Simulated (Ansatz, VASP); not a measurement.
# TlAgF5: VASP beside Ansatz

```
CELL_PARAMETERS angstrom
3.76808 0.00000 0.00000
0.00000 3.76808 0.00000
0.00000 0.00000 6.40868
ATOMIC_POSITIONS crystal
Tl 0.00000 0.00000 0.50000
Ag 0.50000 0.50000 0.00000
F 0.00000 0.00000 0.00000
F 0.50000 0.00000 0.70314
F 0.00000 0.50000 0.70314
F 0.50000 0.00000 0.29686
F 0.00000 0.50000 0.29686
```

Change from the starting cell: species swapped into the AgPPd5 type (P4/mmm, No. 123).

Alike in both runs: functional PBE; k mesh 4 × 4 × 4; occupations gaussian, width 0.1 eV; collinear spin.

Ansatz relaxed the structure, and its values are those at the end. VASP's run is a single point on that final structure, the one shown.

|  | VASP | Ansatz |
| --- | --- | --- |
| version | VASP 6.6.1 | Ansatz 0.2.0 |
| potentials or method | VASP PAW PBE potentials, release 64 (Tl_d, Ag, F), cutoff 520 eV | scalar-relativistic, plane waves, PAW |
| valence electrons in the cell | 59 | 67 |

```tsv
	VASP	Ansatz	Ansatz less VASP
gap on the k mesh at the Fermi level (eV)	none	none	-
pressure (GPa)	-0.1	0.1	+0.17
rms of the force components (eV/Å)	0.017	0.007	-0.0095
net moment per atom (μB)	0.14	0.14	0.000
size of the moment on the site where the two differ most (μB)	0.37	0.41	+0.034
```

Site moments also hang on the region over which each program counts them. A gap of «none» marks a metal or a gap that the smearing closes. With one functional, cell and mesh, what is left measures potentials, basis and numerics. VASP's potentials hold 59 valence electrons a cell and Ansatz's 67, so a difference there can come from the potentials and not from the codes.

The k mesh is coarse, so the values compare programs but aren't converged. Neither program's run includes spin-orbit coupling.
